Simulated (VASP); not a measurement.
# BeTe: single point with r2SCAN

Crystal: BeTe.

```xyz
2
Lattice="0.0000 2.8286 2.8286 2.8286 0.0000 2.8286 2.8286 2.8286 0.0000" Properties=species:S:1:pos:R:3 pbc="T T T"
Be    0.0000    0.0000    0.0000
Te    1.4143    1.4143    1.4143
```

* Program: VASP 6.6.1
* Task: single point
* Functional: r2SCAN
* Potentials or basis: VASP PAW PBE potentials, release 64 (Be, Te)
* Cutoff: 520 eV
* k mesh: 8 × 8 × 8
* Occupations: gaussian, width 0.01 eV
* Spin: no spin polarisation

```json
{
  "Pressure": "0.2 GPa",
  "Band gap on the k mesh": "2.37 eV (least direct gap 4.03 eV)"
}
```

Levels at points of the mesh, in eV from the valence-band top:
```csv
k point,band 1,band 2,band 3,band 4,band 5,band 6,band 7,band 8
"(0.00, 0.00, 0.00)",-12.70,0.00,0.00,0.00,4.03,4.03,4.03,4.41
"(0.50, 0.00, 0.00)",-11.29,-5.68,-1.15,-1.15,3.52,5.02,5.02,8.47
"(0.50, 0.50, 0.00)",-10.77,-5.27,-2.69,-2.69,2.37,3.01,10.48,10.48
```

Wall time 25 s on 1 thread of Intel(R) Xeon(R) 6975P-C (Granite Rapids) (shared host), peak memory 0.17 GiB.

Caveat: the PAW data sets were made with another functional, which shifts forces and pressure a little; spin-orbit coupling is left out, which moves the levels of the heavy elements. A k mesh can miss the band edges.
